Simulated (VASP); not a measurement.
# Mg: single point with PBE0

Crystal: Mg.

```
Mg
1.0
     3.17683    0.00000    0.00000
    -1.58841    2.75121    0.00000
     0.00000    0.00000   10.31886
Mg
4
Direct
  0.66667 0.33333 0.75000
  0.00000 0.00000 0.50000
  0.33333 0.66667 0.25000
  0.00000 0.00000 0.00000
```

```json
{
 "Program": "VASP 6.6.1",
 "Task": "single point",
 "Functional": "PBE0",
 "Potentials or basis": "VASP PAW PBE potentials, release 64 (Mg)",
 "Cutoff": "520 eV",
 "k mesh": "5 × 5 × 2",
 "Occupations": "fermi-dirac, width 0.05 eV",
 "Spin": "no spin polarisation",
 "Dipole correction": "no",
 "Grid for exact exchange (PRECFOCK)": "Normal",
 "Further INCAR settings": "ALGO = Normal; EDIFF = 1e-06; NBANDS = 12",
 "Share of exact exchange": "0.25"
}
```

```json
{
 "Pressure": "0.2 GPa",
 "Band gap on the k mesh": "zero (bands 4 and 5 overlap by 2.55 eV)"
}
```

Stress tensor (GPa, compression positive):
```
-0.18  0.00  0.00
 0.00 -0.18  0.00
 0.00  0.00  1.00
```

Levels at points of the mesh, in eV from the Fermi level:
| k point | band 2 | band 3 | band 4 | band 5 | band 6 | band 7 |
| --- | --- | --- | --- | --- | --- | --- |
| (0.00, 0.00, 0.00) | -6.67 | -6.66 | -2.07 | -1.46 | 6.27 | 6.28 |
| (0.00, 0.00, 0.50) | -7.88 | -4.65 | -4.65 | 2.29 | 2.29 | 10.51 |

It took 5.9 min on 1 thread of Oxide Virtual Turin-like Processor, on a shared host, peak memory 0.18 GiB.

Caveat: the k points lie up to 0.46 Å⁻¹ apart, too coarse for converged energies and pressures of a metal; the PAW data sets were made with another functional, which shifts forces and pressure a little.
